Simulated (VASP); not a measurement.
# BaS (F-43m) in VASP: further runs

BaS is run at these levels: PBE; tasks: single point.

Program: VASP 6.6.1. These are calculated values, not measurements. Logs are shortened: lines on timing, memory, paths and dates and some standing lists are left out, and cuts for length are marked.

### 1 The cell of the first run

The structure is cubic, space group F-43m (No. 216). Conventional cell: a = 7.039 Å, b = 7.039 Å, c = 7.039 Å, α = 90.00°, β = 90.00°, γ = 90.00°. Ba (site symmetry -43m) has 4 S at 3.05 Å within 4.0 Å. S (site symmetry -43m) has 4 Ba at 3.05 Å within 4.0 Å.

### 2 Single point, PBE

INCAR reads:

```
ALGO = Normal
EDIFF = 1E-6
ENCUT = 520
GGA = PE
ISIF = 2
ISMEAR = 0
LASPH = T
LCHARG = T
LELF = T
LREAL = F
LVHAR = T
LWAVE = F
NBANDS = 15
NELM = 80
PREC = Accurate
SIGMA = 0.01
```

KPOINTS reads:

```
k-points
0
Gamma
  6 6 6
```

POSCAR reads:

```
BaS
1.0
    0.0000000000      3.5194117709      3.5194117709
    3.5194117709      0.0000000000      3.5194117709
    3.5194117709      3.5194117709      0.0000000000
Ba S
1 1
Direct
    0.0000000000      0.0000000000      0.0000000000
    0.2500000000      0.2500000000      0.2500000000
```

Potentials or basis: VASP PAW PBE potentials, release 64 (Ba_sv, S).

Command:

```bash
$ cat potpaw_PBE.64/Ba_sv/POTCAR potpaw_PBE.64/S/POTCAR > POTCAR
$ mpirun -np 1 vasp_std > vasp.out
```

OUTCAR:

```text
EDIFF = 1E-6
   ENCUT = 520
   GGA = PE
   ISIF = 2
   ISMEAR = 0
   LASPH = T
   LREAL = F
   NELM = 80
   PREC = Accurate

 ion  position               nearest neighbor table
   1  0.000  0.000  0.000-   2 3.05   2 3.05   2 3.05   2 3.05
   2  0.250  0.250  0.250-   1 3.05   1 3.05   1 3.05   1 3.05

  LATTYP: Found a face centered cubic cell.
 ALAT       =     7.0388235418

  Lattice vectors:

 A1 = (   0.0000000000,   3.5194117709,   3.5194117709)
 A2 = (   3.5194117709,   0.0000000000,   3.5194117709)
 A3 = (   3.5194117709,   3.5194117709,   0.0000000000)

Analysis of symmetry for initial positions (statically):
=====================================================================
 Subroutine PRICEL returns:
 Original cell was already a primitive cell.

 Routine SETGRP: Setting up the symmetry group for a
 face centered cubic supercell.

 Subroutine GETGRP returns: Found 24 space group operations
 (whereof 24 operations were pure point group operations)
 out of a pool of 48 trial point group operations.

The static configuration has the point symmetry T_d .

Analysis of symmetry for dynamics (positions and initial velocities):
=====================================================================
 Subroutine PRICEL returns:
 Original cell was already a primitive cell.

 Routine SETGRP: Setting up the symmetry group for a
 face centered cubic supercell.

 Subroutine GETGRP returns: Found 24 space group operations
 (whereof 24 operations were pure point group operations)
 out of a pool of 48 trial point group operations.

The dynamic configuration has the point symmetry T_d .

 Subroutine INISYM returns: Found 24 space group operations
 (whereof 24 operations are pure point group operations),
 and found     1 'primitive' translations

----------------------------------------------------------------------------------------

                                     Primitive cell

  volume of cell :      87.1847

  direct lattice vectors                    reciprocal lattice vectors
     0.000000000  3.519411771  3.519411771    -0.142069196  0.142069196  0.142069196
     3.519411771  0.000000000  3.519411771     0.142069196 -0.142069196  0.142069196
     3.519411771  3.519411771  0.000000000     0.142069196  0.142069196 -0.142069196

  length of vectors
     4.977199858  4.977199858  4.977199858     0.246071065  0.246071065  0.246071065

  position of ions in fractional coordinates (direct lattice)
     0.000000000  0.000000000  0.000000000
     0.250000000  0.250000000  0.250000000

  ion indices of the primitive-cell ions
   primitive index   ion index
                 1           1
                 2           2

----------------------------------------------------------------------------------------

 KPOINTS: k-points

Automatic generation of k-mesh.
 Grid dimensions read from file:
 generate k-points for:    6    6    6

 Generating k-lattice:

  Cartesian coordinates                     Fractional coordinates (reciprocal lattice)
    -0.023678199  0.023678199  0.023678199     0.166666667  0.000000000  0.000000000
     0.023678199 -0.023678199  0.023678199     0.000000000  0.166666667  0.000000000
     0.023678199  0.023678199 -0.023678199     0.000000000  0.000000000  0.166666667

  Length of vectors
     0.041011844  0.041011844  0.041011844

  Shift w.r.t. Gamma in fractional coordinates (k-lattice)
     0.000000000  0.000000000  0.000000000

 Subroutine IBZKPT returns following result:
 ===========================================

 Found     16 irreducible k-points:

 Following reciprocal coordinates:
            Coordinates               Weight
  0.000000  0.000000  0.000000      1.000000
  0.166667  0.000000  0.000000      8.000000
  0.333333  0.000000  0.000000      8.000000
  0.500000  0.000000  0.000000      4.000000
  0.166667  0.166667  0.000000      6.000000
  0.333333  0.166667  0.000000     24.000000
[... 8 lines left out ...]
 -0.333333  0.333333  0.166667     24.000000
 -0.333333  0.500000  0.166667     12.000000
   k-points           NKPTS =     16   k-points in BZ     NKDIM =     16   number of bands    NBANDS=     15
   number of dos      NEDOS =    301   number of ions     NIONS =      2
   total plane-waves  NPLWV =  64000
   dimension x,y,z NGX =    40 NGY =   40 NGZ =   40
   dimension x,y,z NGXF=    80 NGYF=   80 NGZF=   80
   ions per type =               1   1
   NGX,Y,Z   is equivalent  to a cutoff of  13.36, 13.36, 13.36 a.u.
   NGXF,Y,Z  is equivalent  to a cutoff of  26.72, 26.72, 26.72 a.u.
 SYSTEM =  unknown system
   PREC   = accura    normal or accurate (medium, high low for compatibility)
   ISTART =      0    job   : 0-new  1-cont  2-samecut
   ICHARG =      2    charge: 1-file 2-atom 10-const
   ISPIN  =      1    spin polarized calculation?
   LNONCOLLINEAR =      F non collinear calculations
   LSORBIT =      F    spin-orbit coupling
   LASPH  =      T    aspherical Exc in radial PAW
   ENCUT  =  520.0 eV  38.22 Ry    6.18 a.u.   9.25  9.25  9.25*2*pi/ulx,y,z
   NELM   =     80;   NELMIN=  2; NELMDL= -5     # of ELM steps
   EDIFF  = 0.1E-05   stopping-criterion for ELM
   LREAL  =      F    real-space projection
[... 7 lines left out ...]
   TEBEG  =    0.0;   TEEND  =   0.0 temperature during run
   PSTRESS=    0.0 pullay stress
   NELECT =      16.0000    total number of electrons
   NUPDOWN=      -1.0000    fix difference up-down
   EMIN   =  10.00;   EMAX   =-10.00  energy-range for DOS
   EFERMI =   0.00;   METHOD = LEGACY
   ISMEAR =     0;   SIGMA  =   0.01  broadening in eV -4-tet -1-fermi 0-gaus
   EFERMI_NEDOS =   21; number of points for ismear=-14 and -15
   IALGO  =     38    algorithm
   IMIX   =      4    mixing-type and parameters
     AMIX     =   0.40;   BMIX     =  1.00
     AMIX_MAG =   1.60;   BMIX_MAG =  1.00
  volume/ion in A,a.u.               =      43.59       294.18
  Fermi-wavevector in a.u.,A,eV,Ry     =   0.930325  1.758060 11.775908  0.865505
  Thomas-Fermi vector in A             =   2.056702
   LORBIT       =      0    0 simple, 1 ext, 2 COOP (PROOUT), +10 PAW based schemes
   GGA     = PE    functional components
   LHFCALC =     F    Hartree Fock is set to
   AEXX    =    0.0000 exact exchange contribution
   IVDW    =     0    specifies the selected vdW correction
   LEPSILON=     F    determine dielectric tensor
   LRPA    =     F    only Hartree local field effects (RPA)
 non-spin polarized calculation
 Gauss-broadening in eV      SIGMA  =   0.01
  energy-cutoff  :      520.00
  volume of cell :       87.18
 maximum number of plane-waves:      2397
 NGX is ok and might be reduce to    40
   NGX = 19   NGY = 19   NGZ = 19

 number of electron      15.9999999 magnetization

 Free energy of the ion-electron system (eV)
  ---------------------------------------------------
  ext. energy  EPLUGINS =         0.00000000
  ---------------------------------------------------
  free energy    TOTEN  =        -9.73376643 eV

  energy without entropy =       -9.73376643  energy(sigma->0) =       -9.73376643

 E-fermi :  -0.1055     XC(G=0):  -7.1775

 val. band max:       -0.1769476715   @ k =  -0.3333   0.5000   0.1667
 cond. band min:       2.5872927428   @ k =   0.0000   0.0000   0.0000
 fundamental gap:      2.7642404143
 Fermi energy:        -0.1054546204

 k-point     1 :       0.0000    0.0000    0.0000
  band No.  band energies     occupation
      1     -26.2686      2.00000
      2     -11.4493      2.00000
      3     -11.4493      2.00000
      4     -11.4493      2.00000
      5     -10.0840      2.00000
      6      -0.8520      2.00000
      7      -0.8520      2.00000
      8      -0.8520      2.00000
      9       2.5873      0.00000
     10       4.8705      0.00000
     11       4.8705      0.00000
     12       6.7920      0.00000
     13       6.7920      0.00000
     14       6.7920      0.00000
     15       9.7936      0.00000

 k-point     2 :       0.1667    0.0000    0.0000
  band No.  band energies     occupation
      1     -26.2650      2.00000
      2     -11.6511      2.00000
      3     -11.4591      2.00000
      4     -11.4591      2.00000
      5      -9.8751      2.00000
      6      -0.9192      2.00000
      7      -0.7827      2.00000
      8      -0.7827      2.00000
      9       3.1623      0.00000
     10       4.6887      0.00000
     11       4.6887      0.00000
     12       6.4849      0.00000
     13       7.1533      0.00000
     14       7.1533      0.00000
     15       8.3821      0.00000

 k-point     3 :       0.3333    0.0000    0.0000
  band No.  band energies     occupation
      1     -26.2577      2.00000
      2     -11.9488      2.00000
      3     -11.4786      2.00000
      4     -11.4786      2.00000
      5      -9.5713      2.00000
      6      -0.8762      2.00000
      7      -0.6538      2.00000
      8      -0.6538      2.00000
      9       4.0648      0.00000
     10       4.7350      0.00000
     11       4.7350      0.00000
     12       5.8419      0.00000
     13       6.8598      0.00000
     14       6.8598      0.00000
     15       7.4327      0.00000

 k-point     4 :       0.5000    0.0000    0.0000
  band No.  band energies     occupation
      1     -26.2540      2.00000
      2     -12.0699      2.00000
      3     -11.4883      2.00000
      4     -11.4883      2.00000
      5      -9.4514      2.00000
      6      -0.7726      2.00000
      7      -0.5954      2.00000
      8      -0.5954      2.00000
      9       4.2666      0.00000
     10       5.0667      0.00000
     11       5.0667      0.00000
     12       5.2602      0.00000
     13       6.1971      0.00000
     14       6.1971      0.00000
     15       8.3692      0.00000
[... 163 lines left out ...]
 k-point    14 :       0.5000    0.3333    0.1667
  band No.  band energies     occupation
      1     -26.2528      2.00000
      2     -12.0469      2.00000
      3     -11.5599      2.00000
      4     -11.5112      2.00000
      5      -9.3764      2.00000
      6      -0.9809      2.00000
      7      -0.5396      2.00000
      8      -0.3854      2.00000
      9       3.6276      0.00000
     10       4.2997      0.00000
     11       5.4302      0.00000
     12       6.3259      0.00000
     13       6.7797      0.00000
     14       7.0561      0.00000
     15       8.4714      0.00000

 k-point    15 :      -0.3333    0.3333    0.1667
  band No.  band energies     occupation
      1     -26.2504      2.00000
      2     -12.1010      2.00000
      3     -11.5873      2.00000
      4     -11.5251      2.00000
      5      -9.2922      2.00000
      6      -0.7766      2.00000
      7      -0.6684      2.00000
      8      -0.2909      2.00000
      9       3.4095      0.00000
     10       4.2671      0.00000
     11       5.3501      0.00000
     12       6.5570      0.00000
     13       6.7782      0.00000
     14       7.4343      0.00000
     15       8.7964      0.00000

 k-point    16 :      -0.3333    0.5000    0.1667
  band No.  band energies     occupation
      1     -26.2492      2.00000
      2     -12.1300      2.00000
      3     -11.5802      2.00000
      4     -11.5474      2.00000
      5      -9.2524      2.00000
      6      -1.0002      2.00000
      7      -0.4591      2.00000
      8      -0.1769      2.00000
      9       3.2428      0.00000
     10       4.1779      0.00000
     11       5.7455      0.00000
     12       6.1608      0.00000
     13       7.0264      0.00000
     14       8.3264      0.00000
     15       8.4968      0.00000

------------------------ aborting loop because EDIFF is reached ----------------------------------------

  FORCE on cell =-STRESS in cart. coord.  units (eV):
  Direction    XX          YY          ZZ          XY          YZ          ZX
  --------------------------------------------------------------------------------------
  -------------------------------------------------------------------------------------
  Total        0.2033798      0.2033798      0.2033798      0.0000000      0.0000000      0.0000000
  in kB        3.7374747      3.7374747      3.7374747      0.0000000      0.0000000      0.0000000
  external PRESSURE =       3.7374747 kB  Pullay stress =       0.0000000 kB

 VOLUME and BASIS-vectors are now :
 -----------------------------------------------------------------------------
  energy-cutoff  :      520.00
  volume of cell :       87.18
      direct lattice vectors                 reciprocal lattice vectors
     0.000000000  3.519411771  3.519411771    -0.142069196  0.142069196  0.142069196
     3.519411771  0.000000000  3.519411771     0.142069196 -0.142069196  0.142069196
     3.519411771  3.519411771  0.000000000     0.142069196  0.142069196 -0.142069196

 POSITION                                       TOTAL-FORCE (eV/Angst)
 -----------------------------------------------------------------------------------
      0.00000      0.00000      0.00000        -0.000000     -0.000000     -0.000000
      1.75971      1.75971      1.75971         0.000000      0.000000      0.000000
 -----------------------------------------------------------------------------------
    total drift:                                0.000000      0.000000      0.000000

  FREE ENERGIE OF THE ION-ELECTRON SYSTEM (eV)
  ---------------------------------------------------
  free  energy   TOTEN  =        -9.7337664302 eV

  energy  without entropy=       -9.7337664302  energy(sigma->0) =       -9.73376643
```

Run time: 13 s. Hardware: 1 thread of Intel Xeon 6975P-C (Granite Rapids), shared host; peak memory 0.23 GiB.

What came out:

* Free energy: -9.7338 eV
* Pressure: 0.4 GPa
* Band gap on the k mesh: 2.76 eV, indirect (least direct gap 3.42 eV)

Caveat: spin-orbit coupling is left out, which moves the levels of the heavy elements. A k mesh can miss the band edges.

### 3 Single point, PBE (volume changed by +3%)

INCAR reads:

```
SYSTEM = BaS
  ALGO = Normal
  EDIFF = 1E-6
  ENCUT = 520
  GGA = PE
  ISIF = 2
  ISMEAR = 0
  LASPH = .True.
  LCHARG = .False.
  LREAL = .False.
  LWAVE = .False.
  NBANDS = 15
  NELM = 80
  PREC = Accurate
  SIGMA = 0.01
```

KPOINTS reads:

```
k-points
0
Gamma
  6 6 6
  0 0 0
```

POSCAR reads:

```
BaS
1.0
    0.0000000000      3.5542596983      3.5542596983
    3.5542596983      0.0000000000      3.5542596983
    3.5542596983      3.5542596983      0.0000000000
Ba S
1 1
Direct
    0.0000000000      0.0000000000      0.0000000000
    0.2500000000      0.2500000000      0.2500000000
```

Potentials or basis: VASP PAW PBE potentials, release 64 (Ba_sv, S).

Command:

```bash
$ cat potpaw_PBE.64/Ba_sv/POTCAR potpaw_PBE.64/S/POTCAR > POTCAR
$ mpirun -np 1 vasp_std > vasp.out
```

It took 15 s on 1 thread of Intel Xeon 6975P-C (Granite Rapids), shared host; peak memory 0.23 GiB.

It converged, with:

```yaml
Free_energy: -9.7335 eV
Pressure: -0.4 GPa
Band_gap_on_the_k_mesh: 2.72 eV, indirect (least direct gap 3.34 eV)
```

Levels at points of the mesh, in eV from the valence-band top:
| k point | band 4 | band 5 | band 6 | band 7 | band 8 | band 9 | band 10 | band 11 | band 12 | band 13 |
| --- | --- | --- | --- | --- | --- | --- | --- | --- | --- | --- |
| (0.00, 0.00, 0.00) | -11.35 | -9.86 | -0.62 | -0.62 | -0.62 | 2.72 | 5.00 | 5.00 | 6.86 | 6.86 |
| (0.50, 0.00, 0.00) | -11.39 | -9.31 | -0.58 | -0.38 | -0.38 | 4.40 | 5.18 | 5.18 | 5.36 | 6.28 |
| (0.50, 0.50, 0.00) | -11.44 | -9.14 | -1.02 | -0.01 | -0.01 | 3.44 | 4.52 | 6.20 | 6.20 | 6.23 |

Caveat: spin-orbit coupling is left out, which moves the levels of the heavy elements.

### 4 Single point, PBE (volume changed by +6%)

INCAR reads:

```
PREC = Accurate
ENCUT = 520
EDIFF = 1E-6
ISMEAR = 0
SIGMA = 0.01
LREAL = False
LASPH = True
NELM = 80
ALGO = Normal
ISIF = 2
LWAVE = False
LCHARG = True
GGA = PE
LELF = True
LVHAR = True
NBANDS = 15
```

KPOINTS reads:

```
regular mesh
0
Gamma
  6 6 6
```

POSCAR reads:

```
BaS
1.0
    0.0000000000      3.5884373690      3.5884373690
    3.5884373690      0.0000000000      3.5884373690
    3.5884373690      3.5884373690      0.0000000000
Ba S
1 1
Direct
    0.0000000000      0.0000000000      0.0000000000
    0.2500000000      0.2500000000      0.2500000000
```

Command:

```bash
$ cat potpaw_PBE.64/Ba_sv/POTCAR potpaw_PBE.64/S/POTCAR > POTCAR
$ mpirun -np 1 vasp_std > vasp.out
```

It took 16 s on 1 thread of Intel Xeon 6975P-C (Granite Rapids), shared host; peak memory 0.23 GiB.

Results (log left out):

```yaml
Free_energy: -9.7210 eV
Pressure: -1.1 GPa
Band_gap_on_the_k_mesh: 2.67 eV, indirect (least direct gap 3.25 eV)
```

Levels at points of the mesh, in eV from the valence-band top:
```
           k point  band 5  band 6  band 7  band 8  band 9  band 10  band 11  band 12
(0.00, 0.00, 0.00)   -9.82   -0.58   -0.58   -0.58    2.67     4.96     4.96     6.75
(0.50, 0.00, 0.00)   -9.33   -0.57   -0.35   -0.35    4.35     5.12     5.12     5.29
(0.50, 0.50, 0.00)   -9.18   -0.97   -0.01   -0.01    3.42     4.47     6.11     6.11
```

Caveat: spin-orbit coupling is left out, which moves the levels of the heavy elements. A k mesh can miss the band edges.

### 5 The runs side by side

```csv
cell,gap on the mesh (eV),pressure (GPa)
"a = 4.977 Å, angles 60.0°, 2 atoms",2.76,0.4
"a = 5.026 Å, angles 60.0°, 2 atoms",2.72,-0.4
"a = 5.075 Å, angles 60.0°, 2 atoms",2.67,-1.1
```

Alike in all rows: task single point; level PBE; potentials or basis VASP PAW PBE potentials, release 64 (Ba_sv, S); no spin polarisation; k mesh 6 × 6 × 6; cutoff (eV) 520; smearing gaussian 0.01 eV.

Caveats: spin-orbit coupling is left out, which moves the levels of the heavy elements.

Absolute energies hang on the potentials; compare differences alone.
